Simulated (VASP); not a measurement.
# Sb (Fm-3m) in VASP: single point with PBE

Aim: the single point of Sb with PBE.

Program: VASP 6.6.1. These are calculated values, not measurements. Logs are shortened: lines on timing, memory, paths and dates and some standing lists are left out, and cuts for length are marked.

### 1 The cell of the first run

The structure is cubic, space group Fm-3m (No. 225). Conventional cell: a = 4.738 Å, b = 4.738 Å, c = 4.738 Å, α = 90.00°, β = 90.00°, γ = 90.00°. Sb (site symmetry m-3m) has 12 Sb at 3.35 Å within 4.4 Å.

### 2 Single point, PBE

The input, INCAR:

```
ALGO = Normal ; EDIFF = 1E-6
ENCUT = 500 ; GGA = PE
GGA_COMPAT = F ; ISIF = 2
ISMEAR = -1 ; LASPH = T
LCHARG = T ; LELF = T
LREAL = F ; LVHAR = T
LWAVE = F ; NBANDS = 8
NELM = 120 ; PREC = Accurate
SIGMA = 0.1
```

The input, KPOINTS:

```
k-points
0
Gamma
  12 12 12
```

The input, POSCAR:

```
Sb
1.0
    0.0000000000      2.3688850000      2.3688850000
    2.3688850000      0.0000000000      2.3688850000
    2.3688850000      2.3688850000      0.0000000000
Sb
1
Direct
    0.0000000000      0.0000000000      0.0000000000
```

Potentials or basis: VASP PAW PBE potentials, release 64 (Sb).

Started as:

```console
> cat potpaw_PBE.64/Sb/POTCAR > POTCAR
> mpirun -np 1 vasp_std > vasp.out
```

OUTCAR:

```text
EDIFF = 1E-6
   ENCUT = 500
   GGA = PE
   ISIF = 2
   ISMEAR = -1
   LASPH = T
   LREAL = F
   NELM = 120
   PREC = Accurate

 ion  position               nearest neighbor table
   1  0.000  0.000  0.000-

  LATTYP: Found a face centered cubic cell.
 ALAT       =     4.7377700000

  Lattice vectors:

 A1 = (   0.0000000000,   2.3688850000,   2.3688850000)
 A2 = (   2.3688850000,   0.0000000000,   2.3688850000)
 A3 = (   2.3688850000,   2.3688850000,   0.0000000000)

Analysis of symmetry for initial positions (statically):
=====================================================================
 Subroutine PRICEL returns:
 Original cell was already a primitive cell.

 Routine SETGRP: Setting up the symmetry group for a
 face centered cubic supercell.

 Subroutine GETGRP returns: Found 48 space group operations
 (whereof 48 operations were pure point group operations)
 out of a pool of 48 trial point group operations.

The static configuration has the point symmetry O_h .

Analysis of symmetry for dynamics (positions and initial velocities):
=====================================================================
 Subroutine PRICEL returns:
 Original cell was already a primitive cell.

 Routine SETGRP: Setting up the symmetry group for a
 face centered cubic supercell.

 Subroutine GETGRP returns: Found 48 space group operations
 (whereof 48 operations were pure point group operations)
 out of a pool of 48 trial point group operations.

The dynamic configuration has the point symmetry O_h .

 Subroutine INISYM returns: Found 48 space group operations
 (whereof 48 operations are pure point group operations),
 and found     1 'primitive' translations

----------------------------------------------------------------------------------------

                                     Primitive cell

  volume of cell :      26.5865

  direct lattice vectors                    reciprocal lattice vectors
     0.000000000  2.368885000  2.368885000    -0.211069765  0.211069765  0.211069765
     2.368885000  0.000000000  2.368885000     0.211069765 -0.211069765  0.211069765
     2.368885000  2.368885000  0.000000000     0.211069765  0.211069765 -0.211069765

  length of vectors
     3.350109295  3.350109295  3.350109295     0.365583557  0.365583557  0.365583557

  position of ions in fractional coordinates (direct lattice)
     0.000000000  0.000000000  0.000000000

  ion indices of the primitive-cell ions
   primitive index   ion index
                 1           1

----------------------------------------------------------------------------------------

 KPOINTS: k-points

Automatic generation of k-mesh.
 Grid dimensions read from file:
 generate k-points for:   12   12   12

 Generating k-lattice:

  Cartesian coordinates                     Fractional coordinates (reciprocal lattice)
    -0.017589147  0.017589147  0.017589147     0.083333333  0.000000000  0.000000000
     0.017589147 -0.017589147  0.017589147     0.000000000  0.083333333  0.000000000
     0.017589147  0.017589147 -0.017589147     0.000000000  0.000000000  0.083333333

  Length of vectors
     0.030465296  0.030465296  0.030465296

  Shift w.r.t. Gamma in fractional coordinates (k-lattice)
     0.000000000  0.000000000  0.000000000

 Subroutine IBZKPT returns following result:
 ===========================================

 Found     72 irreducible k-points:

 Following reciprocal coordinates:
            Coordinates               Weight
  0.000000  0.000000  0.000000      1.000000
  0.083333  0.000000  0.000000      8.000000
  0.166667  0.000000  0.000000      8.000000
  0.250000  0.000000  0.000000      8.000000
  0.333333  0.000000  0.000000      8.000000
  0.416667  0.000000  0.000000      8.000000
[... 16 lines left out ...]
  0.500000  0.166667  0.000000     24.000000
 -0.416667  0.166667  0.000000     24.000000
 [... further k-points ...]
   k-points           NKPTS =     72   k-points in BZ     NKDIM =     72   number of bands    NBANDS=      8
   number of dos      NEDOS =    301   number of ions     NIONS =      1
   total plane-waves  NPLWV =  13824
   dimension x,y,z NGX =    24 NGY =   24 NGZ =   24
   dimension x,y,z NGXF=    48 NGYF=   48 NGZF=   48
   ions per type =               1
   NGX,Y,Z   is equivalent  to a cutoff of  11.91, 11.91, 11.91 a.u.
   NGXF,Y,Z  is equivalent  to a cutoff of  23.82, 23.82, 23.82 a.u.
 SYSTEM =  unknown system
   PREC   = accura    normal or accurate (medium, high low for compatibility)
   ISTART =      0    job   : 0-new  1-cont  2-samecut
   ICHARG =      2    charge: 1-file 2-atom 10-const
   ISPIN  =      1    spin polarized calculation?
   LNONCOLLINEAR =      F non collinear calculations
   LSORBIT =      F    spin-orbit coupling
   LASPH  =      T    aspherical Exc in radial PAW
   ENCUT  =  500.0 eV  36.75 Ry    6.06 a.u.   6.11  6.11  6.11*2*pi/ulx,y,z
   NELM   =    120;   NELMIN=  2; NELMDL= -5     # of ELM steps
   EDIFF  = 0.1E-05   stopping-criterion for ELM
   LREAL  =      F    real-space projection
   EDIFFG = 0.1E-04   stopping-criterion for IOM
   NSW    =      0    number of steps for IOM
   IBRION =     -1    ionic relax: 0-MD 1-quasi-New 2-CG
   NFREE  =      0    steps in history (QN), initial steepest desc. (CG)
   ISIF   =      2    stress and relaxation
   ISYM   =      2    0-nonsym 1-usesym 2-fastsym
   POTIM  = 0.5000    time-step for ionic-motion
   TEBEG  =    0.0;   TEEND  =   0.0 temperature during run
   PSTRESS=    0.0 pullay stress
   NELECT =       5.0000    total number of electrons
   NUPDOWN=      -1.0000    fix difference up-down
   EMIN   =  10.00;   EMAX   =-10.00  energy-range for DOS
   EFERMI =   0.00;   METHOD = LEGACY
   ISMEAR =    -1;   SIGMA  =   0.10  broadening in eV -4-tet -1-fermi 0-gaus
   EFERMI_NEDOS =   21; number of points for ismear=-14 and -15
   IALGO  =     38    algorithm
   IMIX   =      4    mixing-type and parameters
     AMIX     =   0.40;   BMIX     =  1.00
     AMIX_MAG =   1.60;   BMIX_MAG =  1.00
  volume/ion in A,a.u.               =      26.59       179.41
  Fermi-wavevector in a.u.,A,eV,Ry     =   0.937945  1.772460 11.969609  0.879741
  Thomas-Fermi vector in A             =   2.065107
   LORBIT       =      0    0 simple, 1 ext, 2 COOP (PROOUT), +10 PAW based schemes
   GGA     = PE    functional components
   LHFCALC =     F    Hartree Fock is set to
   AEXX    =    0.0000 exact exchange contribution
   IVDW    =     0    specifies the selected vdW correction
   LEPSILON=     F    determine dielectric tensor
   LRPA    =     F    only Hartree local field effects (RPA)
 non-spin polarized calculation
  energy-cutoff  :      500.00
  volume of cell :       26.59
 maximum number of plane-waves:       692
   NGX = 13   NGY = 13   NGZ = 13

 number of electron       5.0000000 magnetization

 Free energy of the ion-electron system (eV)
  ---------------------------------------------------
  ext. energy  EPLUGINS =         0.00000000
  ---------------------------------------------------
  free energy    TOTEN  =        -3.82701559 eV

  energy without entropy =       -3.80325200  energy(sigma->0) =       -3.81513379

 E-fermi :   8.7163     XC(G=0): -10.2887

 val. band max:        8.7157104041   @ k =   0.5000   0.2500   0.0833
 cond. band min:       8.7272936314   @ k =   0.5000   0.4167   0.0833
 fundamental gap:      0.0115832273
 Fermi energy:         8.7162722613

 k-point     1 :       0.0000    0.0000    0.0000
  band No.  band energies     occupation
      1      -4.3324      2.00000
      2      14.1079      0.00000
      3      14.1079      0.00000
      4      14.1079      0.00000
      5      18.6887      0.00000
      6      18.6887      0.00000
      7      18.6887      0.00000
      8      18.9347      0.00000

 k-point     2 :       0.0833    0.0000    0.0000
  band No.  band energies     occupation
      1      -4.1932      2.00000
      2      12.8295      0.00000
      3      13.9237      0.00000
      4      13.9237      0.00000
      5      17.7604      0.00000
      6      18.9885      0.00000
      7      18.9885      0.00000
      8      20.6291      0.00000

 k-point     3 :       0.1667    0.0000    0.0000
  band No.  band energies     occupation
      1      -3.7779      2.00000
      2      10.3991      0.00000
      3      13.5071      0.00000
      4      13.5071      0.00000
      5      17.2569      0.00000
      6      19.4923      0.00000
      7      19.4923      0.00000
      8      21.2007      0.00000

 k-point     4 :       0.2500    0.0000    0.0000
  band No.  band energies     occupation
      1      -3.0952      2.00000
      2       7.8900      1.99948
      3      13.0607      0.00000
      4      13.0607      0.00000
      5      16.9681      0.00000
      6      19.1041      0.00000
      7      19.1041      0.00000
      8      20.3490      0.00000

 k-point     5 :       0.3333    0.0000    0.0000
  band No.  band energies     occupation
      1      -2.1744      2.00000
      2       5.5926      2.00000
      3      12.6970      0.00000
      4      12.6970      0.00000
      5      16.8604      0.00000
      6      18.4325      0.00000
      7      18.4325      0.00000
      8      19.3407      0.00000
[... 177 lines left out ...]
 k-point    22 :       0.4167    0.1667    0.0000
  band No.  band energies     occupation
      1      -1.3548      2.00000
      2       5.3110      2.00000
      3      10.2964      0.00000
      4      11.0182      0.00000
      5      15.1419      0.00000
      6      19.0459      0.00000
      7      20.4387      0.00000
      8      21.1671      0.00000

 k-point    23 :       0.5000    0.1667    0.0000
  band No.  band energies     occupation
      1      -0.3731      2.00000
      2       3.7127      2.00000
      3       9.6416      0.00019
      4      11.1671      0.00000
      5      15.1609      0.00000
      6      19.6664      0.00000
      7      19.8056      0.00000
      8      22.0797      0.00000

 k-point    24 :      -0.4167    0.1667    0.0000
  band No.  band energies     occupation
      1      -0.1634      2.00000
      2       3.4229      2.00000
      3       9.1902      0.01735
      4      11.5669      0.00000
      5      15.4760      0.00000
      6      19.3832      0.00000
      7      19.4894      0.00000
      8      22.7425      0.00000

 [... further k-points ...]

------------------------ aborting loop because EDIFF is reached ----------------------------------------

  FORCE on cell =-STRESS in cart. coord.  units (eV):
  Direction    XX          YY          ZZ          XY          YZ          ZX
  --------------------------------------------------------------------------------------
  -------------------------------------------------------------------------------------
  Total        0.3598643      0.3598643      0.3598643      0.0000000     -0.0000000      0.0000000
  in kB       21.6863981     21.6863981     21.6863981      0.0000000     -0.0000000      0.0000000
  external PRESSURE =      21.6863981 kB  Pullay stress =       0.0000000 kB

 VOLUME and BASIS-vectors are now :
 -----------------------------------------------------------------------------
  energy-cutoff  :      500.00
  volume of cell :       26.59
      direct lattice vectors                 reciprocal lattice vectors
     0.000000000  2.368885000  2.368885000    -0.211069765  0.211069765  0.211069765
     2.368885000  0.000000000  2.368885000     0.211069765 -0.211069765  0.211069765
     2.368885000  2.368885000  0.000000000     0.211069765  0.211069765 -0.211069765

 POSITION                                       TOTAL-FORCE (eV/Angst)
 -----------------------------------------------------------------------------------
      0.00000      0.00000      0.00000         0.000000     -0.000000      0.000000
 -----------------------------------------------------------------------------------
    total drift:                                0.000000      0.000000     -0.000000

  FREE ENERGIE OF THE ION-ELECTRON SYSTEM (eV)
  ---------------------------------------------------
  free  energy   TOTEN  =        -3.8270155900 eV

  energy  without entropy=       -3.8032519975  energy(sigma->0) =       -3.81513379
```

It took 3.6 s on 1 thread of Intel Xeon 6975P-C (Granite Rapids), shared host; peak memory 0.14 GiB.

What came out:

```
Free energy : -3.8270 eV
Pressure    : 2.2 GPa
```

Caveat: spin-orbit coupling is left out, which moves the levels of the heavy elements.
